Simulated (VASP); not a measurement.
# WC (P3m1) in VASP: further runs

Runs on WC. Level: PBEsol. Tasks: single point.

All numbers are computed with VASP 6.6.1; they aren't measurements. Logs are shortened: lines on timing, memory, paths and dates and some standing lists are left out, and cuts for length are marked.

### Step 1. The cell of the first run

The structure is trigonal, space group P3m1 (No. 156). The conventional cell has a = 2.898 Å, b = 2.898 Å, c = 2.828 Å, α = 90.00°, β = 90.00°, γ = 120.00°. W (site symmetry 3m) has 6 C at 2.12 to 2.27 Å and 8 W at 2.83 to 2.90 Å within 2.9 Å. C (site symmetry 3m) has 6 W at 2.12 to 2.27 Å and 8 C at 2.83 to 2.90 Å within 2.9 Å.

### Step 2. Single point, PBEsol (atoms displaced along a vibrational mode)

INCAR

```
ALGO     = Normal         # electronic algorithm
EDIFF    = 1E-7           # SCF threshold, eV
ENCUT    = 520            # plane-wave cutoff, eV
GGA      = PS             # functional
ISIF     = 2              # what is computed and relaxed
ISMEAR   = 0              # smearing method
LASPH    = True           # aspherical terms in the spheres
LCHARG   = True           # write CHGCAR
LELF     = True           # ELF
LREAL    = False          # projectors in reciprocal space
LVHAR    = True         
LWAVE    = False          # write WAVECAR
NBANDS   = 16             # bands
NELM     = 100            # most SCF steps
PREC     = Accurate       # precision mode
SIGMA    = 0.15           # smearing width, eV
```

KPOINTS

```
k-points
0
Gamma
  24 24 22
```

POSCAR

```
WC
1.0
    2.8984136670      0.0000000000      0.0000000000
   -1.4492068335      2.5100998663      0.0000000000
    0.0000000000      0.0000000000      2.8276119036
W C
1 1
Direct
    0.0000000000      0.0000000000     -0.0025993926
    0.6666666667      0.3333333333      0.5397862238
```

Potentials or basis: VASP PAW PBE potentials, release 64 (W_sv, C).

Started as:

```console
cat potpaw_PBE.64/W_sv/POTCAR potpaw_PBE.64/C/POTCAR > POTCAR
mpirun -np 1 vasp_std > vasp.out
```

OUTCAR:

```text
EDIFF = 1E-7
   ENCUT = 520
   GGA = PS
   ISIF = 2
   ISMEAR = 0
   LASPH = True
   LREAL = False
   NELM = 100
   PREC = Accurate

 ion  position               nearest neighbor table
   1  0.000  0.000  0.997-   2 2.12   2 2.12   2 2.12   2 2.27   2 2.27   2 2.27
   2  0.667  0.333  0.540-   1 2.12   1 2.12   1 2.12   1 2.27   1 2.27   1 2.27

  LATTYP: Found a hexagonal cell.
 ALAT       =     2.8984136670
 C/A-ratio  =     0.9755722366

  Lattice vectors:

 A1 = (   2.8984136670,   0.0000000000,   0.0000000000)
 A2 = (  -1.4492068335,   2.5100998663,   0.0000000000)
 A3 = (   0.0000000000,   0.0000000000,   2.8276119036)

Analysis of symmetry for initial positions (statically):
=====================================================================
 Subroutine PRICEL returns:
 Original cell was already a primitive cell.

 Routine SETGRP: Setting up the symmetry group for a
 hexagonal supercell.

 Subroutine GETGRP returns: Found  6 space group operations
 (whereof  6 operations were pure point group operations)
 out of a pool of 24 trial point group operations.

The static configuration has the point symmetry C_3v.

Analysis of symmetry for dynamics (positions and initial velocities):
=====================================================================
 Subroutine PRICEL returns:
 Original cell was already a primitive cell.

 Routine SETGRP: Setting up the symmetry group for a
 hexagonal supercell.

 Subroutine GETGRP returns: Found  6 space group operations
 (whereof  6 operations were pure point group operations)
 out of a pool of 24 trial point group operations.

The dynamic configuration has the point symmetry C_3v.

 Subroutine INISYM returns: Found  6 space group operations
 (whereof  6 operations are pure point group operations),
 and found     1 'primitive' translations

----------------------------------------------------------------------------------------

                                     Primitive cell

  volume of cell :      20.5717

  direct lattice vectors                    reciprocal lattice vectors
     2.898413667  0.000000000  0.000000000     0.345016314  0.199195262  0.000000000
    -1.449206833  2.510099866  0.000000000     0.000000000  0.398390524  0.000000000
     0.000000000  0.000000000  2.827611904     0.000000000  0.000000000  0.353655323

  length of vectors
     2.898413667  2.898413667  2.827611904     0.398390524  0.398390524  0.353655323

  position of ions in fractional coordinates (direct lattice)
     0.000000000  0.000000000  0.997400607
     0.666666667  0.333333333  0.539786224

  ion indices of the primitive-cell ions
   primitive index   ion index
                 1           1
                 2           2

----------------------------------------------------------------------------------------

 KPOINTS: k-points

Automatic generation of k-mesh.
 Grid dimensions read from file:
 generate k-points for:   24   24   22

 Generating k-lattice:

  Cartesian coordinates                     Fractional coordinates (reciprocal lattice)
     0.014375680  0.008299803  0.000000000     0.041666667  0.000000000  0.000000000
     0.000000000  0.016599605  0.000000000     0.000000000  0.041666667  0.000000000
     0.000000000  0.000000000  0.016075242     0.000000000  0.000000000  0.045454545

  Length of vectors
     0.016599605  0.016599605  0.016075242

  Shift w.r.t. Gamma in fractional coordinates (k-lattice)
     0.000000000  0.000000000  0.000000000

 Subroutine IBZKPT returns following result:
 ===========================================

 Found   1212 irreducible k-points:

 Following reciprocal coordinates:
            Coordinates               Weight
  0.000000  0.000000  0.000000      1.000000
  0.041667 -0.000000  0.000000      6.000000
  0.083333  0.000000  0.000000      6.000000
  0.125000  0.000000  0.000000      6.000000
  0.166667  0.000000  0.000000      6.000000
  0.208333  0.000000  0.000000      6.000000
[... 16 lines left out ...]
  0.416667  0.041667  0.000000     12.000000
  0.458333  0.041667  0.000000     12.000000
 [... further k-points ...]
   k-points           NKPTS =   1212   k-points in BZ     NKDIM =   1212   number of bands    NBANDS=     16
   number of dos      NEDOS =    301   number of ions     NIONS =      2
   total plane-waves  NPLWV =  13824
   dimension x,y,z NGX =    24 NGY =   24 NGZ =   24
   dimension x,y,z NGXF=    48 NGYF=   48 NGZF=   48
   ions per type =               1   1
   NGX,Y,Z   is equivalent  to a cutoff of  13.77, 13.77, 14.11 a.u.
   NGXF,Y,Z  is equivalent  to a cutoff of  27.53, 27.53, 28.22 a.u.
 SYSTEM =  unknown system
   PREC   = accura    normal or accurate (medium, high low for compatibility)
   ISTART =      0    job   : 0-new  1-cont  2-samecut
   ICHARG =      2    charge: 1-file 2-atom 10-const
   ISPIN  =      1    spin polarized calculation?
   LNONCOLLINEAR =      F non collinear calculations
   LSORBIT =      F    spin-orbit coupling
   LASPH  =      T    aspherical Exc in radial PAW
   ENCUT  =  520.0 eV  38.22 Ry    6.18 a.u.   5.39  5.39  5.26*2*pi/ulx,y,z
   NELM   =    100;   NELMIN=  2; NELMDL= -5     # of ELM steps
   EDIFF  = 0.1E-06   stopping-criterion for ELM
   LREAL  =      F    real-space projection
   EDIFFG = 0.1E-05   stopping-criterion for IOM
   NSW    =      0    number of steps for IOM
   IBRION =     -1    ionic relax: 0-MD 1-quasi-New 2-CG
   NFREE  =      0    steps in history (QN), initial steepest desc. (CG)
   ISIF   =      2    stress and relaxation
   ISYM   =      2    0-nonsym 1-usesym 2-fastsym
   POTIM  = 0.5000    time-step for ionic-motion
   TEBEG  =    0.0;   TEEND  =   0.0 temperature during run
   PSTRESS=    0.0 pullay stress
   NELECT =      18.0000    total number of electrons
   NUPDOWN=      -1.0000    fix difference up-down
   EMIN   =  10.00;   EMAX   =-10.00  energy-range for DOS
   EFERMI =   0.00;   METHOD = LEGACY
   ISMEAR =     0;   SIGMA  =   0.15  broadening in eV -4-tet -1-fermi 0-gaus
   EFERMI_NEDOS =   21; number of points for ismear=-14 and -15
   IALGO  =     38    algorithm
   IMIX   =      4    mixing-type and parameters
     AMIX     =   0.40;   BMIX     =  1.00
     AMIX_MAG =   1.60;   BMIX_MAG =  1.00
  volume/ion in A,a.u.               =      10.29        69.41
  Fermi-wavevector in a.u.,A,eV,Ry     =   1.565820  2.958971 33.358675  2.451793
  Thomas-Fermi vector in A             =   2.668240
   LORBIT       =      0    0 simple, 1 ext, 2 COOP (PROOUT), +10 PAW based schemes
   GGA     = PS    functional components
   LHFCALC =     F    Hartree Fock is set to
   AEXX    =    0.0000 exact exchange contribution
   IVDW    =     0    specifies the selected vdW correction
   LEPSILON=     F    determine dielectric tensor
   LRPA    =     F    only Hartree local field effects (RPA)
 non-spin polarized calculation
 Gauss-broadening in eV      SIGMA  =   0.15
  energy-cutoff  :      520.00
  volume of cell :       20.57
 maximum number of plane-waves:       580
 NGX is ok and might be reduce to    24
   NGX = 11   NGY = 11   NGZ = 11

 number of electron      18.0000000 magnetization

 Free energy of the ion-electron system (eV)
  ---------------------------------------------------
  ext. energy  EPLUGINS =         0.00000000
  ---------------------------------------------------
  free energy    TOTEN  =       -23.79500587 eV

  energy without entropy =      -23.79181478  energy(sigma->0) =      -23.79341033

 E-fermi :  11.0670     XC(G=0): -13.9669

 val. band max:       11.0581466460   @ k =   0.5000   0.0000   0.3636
 cond. band min:      11.0908621102   @ k =   0.3750   0.2500   0.0000
 fundamental gap:      0.0327154642
 Fermi energy:        11.0669897688

 k-point     1 :       0.0000    0.0000    0.0000
  band No.  band energies     occupation
      1     -62.8296      2.00000
      2     -26.8192      2.00000
      3     -26.7233      2.00000
      4     -26.7233      2.00000
      5      -3.4314      2.00000
      6       6.5021      2.00000
[... 8 lines left out ...]
     15      25.0522      0.00000
     16      27.8710      0.00000

 k-point     2 :       0.0417   -0.0000    0.0000
  band No.  band energies     occupation
      1     -62.8286      2.00000
      2     -26.8173      2.00000
      3     -26.7387      2.00000
      4     -26.7268      2.00000
      5      -3.3844      2.00000
      6       6.5190      2.00000
[... 8 lines left out ...]
     15      24.9797      0.00000
     16      27.9667      0.00000

 k-point     3 :       0.0833    0.0000    0.0000
  band No.  band energies     occupation
      1     -62.8255      2.00000
      2     -26.8122      2.00000
      3     -26.7829      2.00000
      4     -26.7369      2.00000
      5      -3.2454      2.00000
      6       6.5406      2.00000
[... 8 lines left out ...]
     15      24.8222      0.00000
     16      28.2478      0.00000

 k-point     4 :       0.1250    0.0000    0.0000
  band No.  band energies     occupation
      1     -62.8207      2.00000
      2     -26.8554      2.00000
      3     -26.8014      2.00000
      4     -26.7530      2.00000
      5      -3.0207      2.00000
      6       6.4533      2.00000
[... 8 lines left out ...]
     15      24.6807      0.00000
     16      28.6968      0.00000
[... 324 lines left out ...]
 k-point    22 :       0.3750    0.0417    0.0000
  band No.  band energies     occupation
      1     -62.7742      2.00000
      2     -27.4878      2.00000
      3     -26.9113      2.00000
      4     -26.7142      2.00000
      5      -0.4915      2.00000
      6       4.2676      2.00000
[... 8 lines left out ...]
     15      25.3554      0.00000
     16      27.8007      0.00000

 k-point    23 :       0.4167    0.0417    0.0000
  band No.  band energies     occupation
      1     -62.7702      2.00000
      2     -27.5396      2.00000
      3     -26.9246      2.00000
      4     -26.7066      2.00000
      5      -0.2103      2.00000
      6       4.0974      2.00000
[... 8 lines left out ...]
     15      24.6022      0.00000
     16      28.3153      0.00000

 k-point    24 :       0.4583    0.0417    0.0000
  band No.  band energies     occupation
      1     -62.7682      2.00000
      2     -27.5663      2.00000
      3     -26.9314      2.00000
      4     -26.7027      2.00000
      5      -0.0565      2.00000
      6       4.0089      2.00000
[... 8 lines left out ...]
     15      24.1575      0.00000
     16      28.6338      0.00000

 [... further k-points ...]
[... 5 lines left out ...]
  --------------------------------------------------------------------------------------
  -------------------------------------------------------------------------------------
  Total        0.5271368      0.5271368      0.7374749      0.0000000      0.0000000      0.0000000
  in kB       41.0546857     41.0546857     57.4363259      0.0000000      0.0000000      0.0000000
  external PRESSURE =      46.5152324 kB  Pullay stress =       0.0000000 kB

 VOLUME and BASIS-vectors are now :
 -----------------------------------------------------------------------------
  energy-cutoff  :      520.00
  volume of cell :       20.57
      direct lattice vectors                 reciprocal lattice vectors
     2.898413667  0.000000000  0.000000000     0.345016314  0.199195262  0.000000000
    -1.449206833  2.510099866  0.000000000     0.000000000  0.398390524  0.000000000
     0.000000000  0.000000000  2.827611904     0.000000000  0.000000000  0.353655323

 POSITION                                       TOTAL-FORCE (eV/Angst)
 -----------------------------------------------------------------------------------
      0.00000      0.00000      2.82026        -0.000000      0.000000      1.796032
      1.44921      0.83670      1.52631         0.000000      0.000000     -1.796032
 -----------------------------------------------------------------------------------
    total drift:                                0.000000      0.000000      0.000025

  FREE ENERGIE OF THE ION-ELECTRON SYSTEM (eV)
  ---------------------------------------------------
  free  energy   TOTEN  =       -23.7950058736 eV

  energy  without entropy=      -23.7918147839  energy(sigma->0) =      -23.79341033
```

It took 2.3 min on 1 thread of Intel Xeon Platinum 8488C (Sapphire Rapids), shared host; peak memory 0.48 GiB.

Results:

```yaml
Free_energy: -23.7950 eV
Pressure: 4.7 GPa
Largest_force: 1.796 eV/Å
Band_gap_on_the_k_mesh: zero (bands 9 and 10 overlap by 1.41 eV)
```

Forces on the atoms (eV/Å):
```
W    0.000  0.000  1.796
C    0.000  0.000 -1.796
```

Caveat: the cell differs from its parent crystal (atoms displaced along a vibrational mode); the cell stands under pressure; the PAW data sets were made with another functional, which shifts forces and pressure a little; spin-orbit coupling is left out, which moves the levels of the heavy elements.

### Step 3. Single point, PBEsol (atoms displaced along a vibrational mode)

INCAR

```
  ALGO = Normal
  EDIFF = 1E-6
  ENCUT = 520
  GGA = PS
  ISIF = 2
  ISMEAR = 0
  LASPH = True
  LCHARG = False
  LREAL = False
  LWAVE = False
  NBANDS = 16
  NELM = 60
  PREC = Accurate
  SIGMA = 0.15
```

KPOINTS is that of step 2.

POSCAR

```
WC
1.0
    2.8984136670      0.0000000000      0.0000000000
   -1.4492068335      2.5100998663      0.0000000000
    0.0000000000      0.0000000000      2.8276119036
W C
1 1
Direct
    0.0000000000      0.0000000000     -0.0008664642
    0.6666666667      0.3333333333      0.5132620746
```

Potentials or basis: VASP PAW PBE potentials, release 64 (W_sv, C).

Started as:

```console
cat potpaw_PBE.64/W_sv/POTCAR potpaw_PBE.64/C/POTCAR > POTCAR
mpirun -np 1 vasp_std > vasp.out
```

Run time: 2.2 min. Hardware: 1 thread of Intel Xeon Platinum 8488C (Sapphire Rapids), shared host; peak memory 0.48 GiB.

Results (log left out):

| Property | Result |
| --- | --- |
| Free energy | -23.8896 eV |
| Pressure | 1.7 GPa |
| Largest force | 0.586 eV/Å |
| Band gap on the k mesh | zero (bands 9 and 10 overlap by 1.34 eV) |

Forces in eV/Å, atoms in the order of the input:
```
W    0.000  0.000  0.586
C    0.000  0.000 -0.586
```

Stress tensor (GPa, compression positive):
```
1.61 0.00 0.00
0.00 1.61 0.00
0.00 0.00 1.85
```

Levels at points of the mesh, in eV from the Fermi level:
```tsv
k point	band 6	band 7	band 8	band 9	band 10	band 11	band 12	band 13
(0.00, 0.00, 0.00)	-4.40	-3.38	-3.38	0.15	3.25	3.25	5.73	5.73
(0.50, 0.00, 0.00)	-7.08	-3.73	-3.54	-0.47	2.38	4.59	4.95	6.86
(0.00, 0.00, 0.50)	-8.72	-2.06	-2.06	-0.60	-0.60	3.75	4.56	4.56
(0.50, 0.00, 0.50)	-6.53	-4.37	-4.19	0.31	4.49	5.39	6.73	9.31
```

Caveat: the cell differs from its parent crystal (atoms displaced along a vibrational mode); the PAW data sets were made with another functional, which shifts forces and pressure a little; spin-orbit coupling is left out, which moves the levels of the heavy elements.

The gap in the log of VASP goes by the Fermi energy; the results here count the filled bands.